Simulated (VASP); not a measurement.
# ZrH (P4_2/mmc) in VASP: notebook

ZrH is run at these levels: PBEsol; tasks: single point.

Everything below comes from runs of VASP 6.6.1. Logs are shortened: lines on timing, memory, paths and dates and some standing lists are left out, and cuts for length are marked.

## (1) The cell of the first run

Symmetry: P4_2/mmc, No. 131, tetragonal system. The conventional cell has a = 3.177 Å, b = 3.177 Å, c = 4.847 Å, α = 90.00°, β = 90.00°, γ = 90.00°. Within 2.6 Å of Zr (site symmetry mmm) lie 4 H at 2.00 Å. Within 2.6 Å of H (site symmetry -4m2) lie 4 Zr at 2.00 Å and 2 H at 2.42 Å.

## (2) Single point, PBEsol (12.23 Å³/atom)

The input, INCAR:

```
ALGO = Normal
EDIFF = 1E-6
ENCUT = 520
GGA = PS
ISIF = 2
ISMEAR = -1
LASPH = T
LCHARG = T
LELF = T
LREAL = F
LVHAR = T
LWAVE = F
NBANDS = 21
NELM = 100
PREC = Accurate
SIGMA = 0.02
```

The input, KPOINTS:

```
k-points
0
Gamma
  9 9 6
```

The input, POSCAR:

```
ZrH
1.0
    3.1765937013      0.0000000000      0.0000000000
    0.0000000000      3.1765937013      0.0000000000
    0.0000000000      0.0000000000      4.8469920659
Zr H
2 2
Direct
    0.0000000000      0.5000000000      0.0000000000
    0.5000000000      0.0000000000      0.5000000000
    0.0000000000      0.0000000000      0.7500000000
    0.0000000000      0.0000000000      0.2500000000
```

Potentials or basis: VASP PAW PBE potentials, release 64 (Zr_sv, H).

Command:

```console
$ cat potpaw_PBE.64/Zr_sv/POTCAR potpaw_PBE.64/H/POTCAR > POTCAR
$ mpirun -np 1 vasp_std > vasp.out
```

OUTCAR:

```text
EDIFF = 1E-6
   ENCUT = 520
   GGA = PS
   ISIF = 2
   ISMEAR = -1
   LASPH = T
   LREAL = F
   NELM = 100
   PREC = Accurate

 ion  position               nearest neighbor table
   1  0.000  0.500  0.000-   3 2.00   4 2.00   3 2.00   4 2.00   2 3.30   2 3.30   2 3.30   2 3.30
                             2 3.30   2 3.30   2 3.30   2 3.30
   2  0.500  0.000  0.500-   3 2.00   4 2.00   3 2.00   4 2.00   1 3.30   1 3.30   1 3.30   1 3.30
                             1 3.30   1 3.30   1 3.30   1 3.30
   3  0.000  0.000  0.750-   1 2.00   2 2.00   1 2.00   2 2.00
   4  0.000  0.000  0.250-   1 2.00   2 2.00   1 2.00   2 2.00

  LATTYP: Found a simple tetragonal cell.
 ALAT       =     3.1765937013
 C/A-ratio  =     1.5258457712

  Lattice vectors:

 A1 = (   3.1765937013,   0.0000000000,   0.0000000000)
 A2 = (   0.0000000000,   3.1765937013,   0.0000000000)
 A3 = (   0.0000000000,   0.0000000000,   4.8469920659)

Analysis of symmetry for initial positions (statically):
=====================================================================
 Subroutine PRICEL returns:
 Original cell was already a primitive cell.

 Routine SETGRP: Setting up the symmetry group for a
 simple tetragonal supercell.

 Subroutine GETGRP returns: Found 16 space group operations
 (whereof  8 operations were pure point group operations)
 out of a pool of 16 trial point group operations.

The static configuration has the point symmetry D_2h.
 The point group associated with its full space group is D_4h.

Analysis of symmetry for dynamics (positions and initial velocities):
=====================================================================
 Subroutine PRICEL returns:
 Original cell was already a primitive cell.

 Routine SETGRP: Setting up the symmetry group for a
 simple tetragonal supercell.

 Subroutine GETGRP returns: Found 16 space group operations
 (whereof  8 operations were pure point group operations)
 out of a pool of 16 trial point group operations.

The dynamic configuration has the point symmetry D_2h.
 The point group associated with its full space group is D_4h.

 Subroutine INISYM returns: Found 16 space group operations
 (whereof  8 operations are pure point group operations),
 and found     1 'primitive' translations

----------------------------------------------------------------------------------------

                                     Primitive cell

  volume of cell :      48.9098

  direct lattice vectors                    reciprocal lattice vectors
     3.176593701  0.000000000  0.000000000     0.314802614  0.000000000  0.000000000
     0.000000000  3.176593701  0.000000000     0.000000000  0.314802614  0.000000000
     0.000000000  0.000000000  4.846992066     0.000000000  0.000000000  0.206313521

  length of vectors
     3.176593701  3.176593701  4.846992066     0.314802614  0.314802614  0.206313521

  position of ions in fractional coordinates (direct lattice)
     0.000000000  0.500000000  0.000000000
     0.500000000  0.000000000  0.500000000
     0.000000000  0.000000000  0.750000000
     0.000000000  0.000000000  0.250000000

  ion indices of the primitive-cell ions
   primitive index   ion index
                 1           1
                 2           2
                 3           3
                 4           4

----------------------------------------------------------------------------------------

 KPOINTS: k-points

Automatic generation of k-mesh.
 Grid dimensions read from file:
 generate k-points for:    9    9    6

 Generating k-lattice:

  Cartesian coordinates                     Fractional coordinates (reciprocal lattice)
     0.034978068  0.000000000  0.000000000     0.111111111  0.000000000  0.000000000
     0.000000000  0.034978068  0.000000000     0.000000000  0.111111111  0.000000000
     0.000000000  0.000000000  0.034385587     0.000000000  0.000000000  0.166666667

  Length of vectors
     0.034978068  0.034978068  0.034385587

  Shift w.r.t. Gamma in fractional coordinates (k-lattice)
     0.000000000  0.000000000  0.000000000

 Subroutine IBZKPT returns following result:
 ===========================================

 Found     60 irreducible k-points:

 Following reciprocal coordinates:
            Coordinates               Weight
  0.000000  0.000000  0.000000      1.000000
  0.111111  0.000000  0.000000      4.000000
  0.222222  0.000000  0.000000      4.000000
  0.333333  0.000000  0.000000      4.000000
  0.444444  0.000000  0.000000      4.000000
  0.111111  0.111111  0.000000      4.000000
[... 16 lines left out ...]
  0.333333  0.111111  0.166667     16.000000
  0.444444  0.111111  0.166667     16.000000
 [... further k-points ...]
   k-points           NKPTS =     60   k-points in BZ     NKDIM =     60   number of bands    NBANDS=     21
   number of dos      NEDOS =    301   number of ions     NIONS =      4
   total plane-waves  NPLWV =  20736
   dimension x,y,z NGX =    24 NGY =   24 NGZ =   36
   dimension x,y,z NGXF=    48 NGYF=   48 NGZF=   72
   ions per type =               2   2
   NGX,Y,Z   is equivalent  to a cutoff of  12.56, 12.56, 12.35 a.u.
   NGXF,Y,Z  is equivalent  to a cutoff of  25.12, 25.12, 24.70 a.u.
 SYSTEM =  unknown system
   PREC   = accura    normal or accurate (medium, high low for compatibility)
   ISTART =      0    job   : 0-new  1-cont  2-samecut
   ICHARG =      2    charge: 1-file 2-atom 10-const
   ISPIN  =      1    spin polarized calculation?
   LNONCOLLINEAR =      F non collinear calculations
   LSORBIT =      F    spin-orbit coupling
   LASPH  =      T    aspherical Exc in radial PAW
   ENCUT  =  520.0 eV  38.22 Ry    6.18 a.u.   5.91  5.91  9.01*2*pi/ulx,y,z
   NELM   =    100;   NELMIN=  2; NELMDL= -5     # of ELM steps
   EDIFF  = 0.1E-05   stopping-criterion for ELM
   LREAL  =      F    real-space projection
   EDIFFG = 0.1E-04   stopping-criterion for IOM
   NSW    =      0    number of steps for IOM
   IBRION =     -1    ionic relax: 0-MD 1-quasi-New 2-CG
   NFREE  =      0    steps in history (QN), initial steepest desc. (CG)
   ISIF   =      2    stress and relaxation
   ISYM   =      2    0-nonsym 1-usesym 2-fastsym
   POTIM  = 0.5000    time-step for ionic-motion
   TEBEG  =    0.0;   TEEND  =   0.0 temperature during run
   PSTRESS=    0.0 pullay stress
   NELECT =      26.0000    total number of electrons
   NUPDOWN=      -1.0000    fix difference up-down
   EMIN   =  10.00;   EMAX   =-10.00  energy-range for DOS
   EFERMI =   0.00;   METHOD = LEGACY
   ISMEAR =    -1;   SIGMA  =   0.02  broadening in eV -4-tet -1-fermi 0-gaus
   EFERMI_NEDOS =   21; number of points for ismear=-14 and -15
   IALGO  =     38    algorithm
   IMIX   =      4    mixing-type and parameters
     AMIX     =   0.40;   BMIX     =  1.00
     AMIX_MAG =   1.60;   BMIX_MAG =  1.00
  volume/ion in A,a.u.               =      12.23        82.51
  Fermi-wavevector in a.u.,A,eV,Ry     =   1.326175  2.506107 23.929100  1.758739
  Thomas-Fermi vector in A             =   2.455581
   LORBIT       =      0    0 simple, 1 ext, 2 COOP (PROOUT), +10 PAW based schemes
   GGA     = PS    functional components
   LHFCALC =     F    Hartree Fock is set to
   AEXX    =    0.0000 exact exchange contribution
   IVDW    =     0    specifies the selected vdW correction
   LEPSILON=     F    determine dielectric tensor
   LRPA    =     F    only Hartree local field effects (RPA)
 non-spin polarized calculation
  energy-cutoff  :      520.00
  volume of cell :       48.91
 maximum number of plane-waves:      1332
 NGX is ok and might be reduce to    24
   NGX = 11   NGY = 11   NGZ = 19

 number of electron      25.9999997 magnetization

 Free energy of the ion-electron system (eV)
  ---------------------------------------------------
  ext. energy  EPLUGINS =         0.00000000
  ---------------------------------------------------
  free energy    TOTEN  =       -26.61458672 eV

  energy without entropy =      -26.61155786  energy(sigma->0) =      -26.61307229

 E-fermi :   8.7558     XC(G=0): -11.4430

 val. band max:        8.7276635701   @ k =   0.1111   0.0000   0.5000
 cond. band min:       8.7643150187   @ k =   0.2222   0.0000   0.1667
 fundamental gap:      0.0366514486
 Fermi energy:         8.7557726764

 k-point     1 :       0.0000    0.0000    0.0000
  band No.  band energies     occupation
      1     -39.9043      2.00000
      2     -39.7621      2.00000
      3     -18.4030      2.00000
      4     -17.7871      2.00000
      5     -17.7871      2.00000
      6     -17.5326      2.00000
[... 13 lines left out ...]
     20      13.8973      0.00000
     21      15.1636      0.00000

 k-point     2 :       0.1111    0.0000    0.0000
  band No.  band energies     occupation
      1     -39.8936      2.00000
      2     -39.7598      2.00000
      3     -18.3688      2.00000
      4     -17.8603      2.00000
      5     -17.7749      2.00000
      6     -17.5910      2.00000
[... 13 lines left out ...]
     20      13.8611      0.00000
     21      16.0720      0.00000

 k-point     3 :       0.2222    0.0000    0.0000
  band No.  band energies     occupation
      1     -39.8649      2.00000
      2     -39.7554      2.00000
      3     -18.2727      2.00000
      4     -18.0435      2.00000
      5     -17.7861      2.00000
      6     -17.7422      2.00000
[... 13 lines left out ...]
     20      14.5451      0.00000
     21      15.3818      0.00000
[... 457 lines left out ...]
 k-point    23 :       0.3333    0.1111    0.1667
  band No.  band energies     occupation
      1     -39.8141      2.00000
      2     -39.7554      2.00000
      3     -18.3190      2.00000
      4     -18.0964      2.00000
      5     -17.9714      2.00000
      6     -17.7544      2.00000
[... 13 lines left out ...]
     20      14.8649      0.00000
     21      16.0591      0.00000

 k-point    24 :       0.4444    0.1111    0.1667
  band No.  band energies     occupation
      1     -39.7831      2.00000
      2     -39.7616      2.00000
      3     -18.4343      2.00000
      4     -18.1873      2.00000
      5     -17.8924      2.00000
      6     -17.7631      2.00000
[... 13 lines left out ...]
     20      14.8507      0.00000
     21      16.6559      0.00000

 [... further k-points ...]

------------------------ aborting loop because EDIFF is reached ----------------------------------------

  FORCE on cell =-STRESS in cart. coord.  units (eV):
  Direction    XX          YY          ZZ          XY          YZ          ZX
  --------------------------------------------------------------------------------------
  -------------------------------------------------------------------------------------
  Total        1.3679248      1.3679248      2.1421478     -0.0000000      0.0000000      0.0000000
  in kB       44.8102288     44.8102288     70.1720825     -0.0000000      0.0000000      0.0000000
  external PRESSURE =      53.2641801 kB  Pullay stress =       0.0000000 kB

 VOLUME and BASIS-vectors are now :
 -----------------------------------------------------------------------------
  energy-cutoff  :      520.00
  volume of cell :       48.91
      direct lattice vectors                 reciprocal lattice vectors
     3.176593701  0.000000000  0.000000000     0.314802614  0.000000000  0.000000000
     0.000000000  3.176593701  0.000000000     0.000000000  0.314802614  0.000000000
     0.000000000  0.000000000  4.846992066     0.000000000  0.000000000  0.206313521

 POSITION                                       TOTAL-FORCE (eV/Angst)
 -----------------------------------------------------------------------------------
      0.00000      1.58830      0.00000         0.000000      0.000000     -0.000000
      1.58830      0.00000      2.42350         0.000000      0.000000     -0.000000
      0.00000      0.00000      3.63524         0.000000     -0.000000     -0.000000
      0.00000      0.00000      1.21175        -0.000000      0.000000      0.000000
 -----------------------------------------------------------------------------------
    total drift:                                0.000000      0.000000     -0.000000

  FREE ENERGIE OF THE ION-ELECTRON SYSTEM (eV)
  ---------------------------------------------------
  free  energy   TOTEN  =       -26.6145867215 eV

  energy  without entropy=      -26.6115578611  energy(sigma->0) =      -26.61307229
```

Wall time 29 s (1 thread of AMD EPYC 9R14 (Zen 4), shared host); peak memory 0.16 GiB.

What came out:

- Free energy: -26.6146 eV
- Pressure: 5.3 GPa
- Band gap on the k mesh: zero (bands 13 and 14 overlap by 1.09 eV)

Caveat: the cell stands under pressure; the PAW data sets were made with another functional, which shifts forces and pressure a little.

[end of part 1 of 2]

The gap in the log of VASP goes by the Fermi energy; the results here count the filled bands.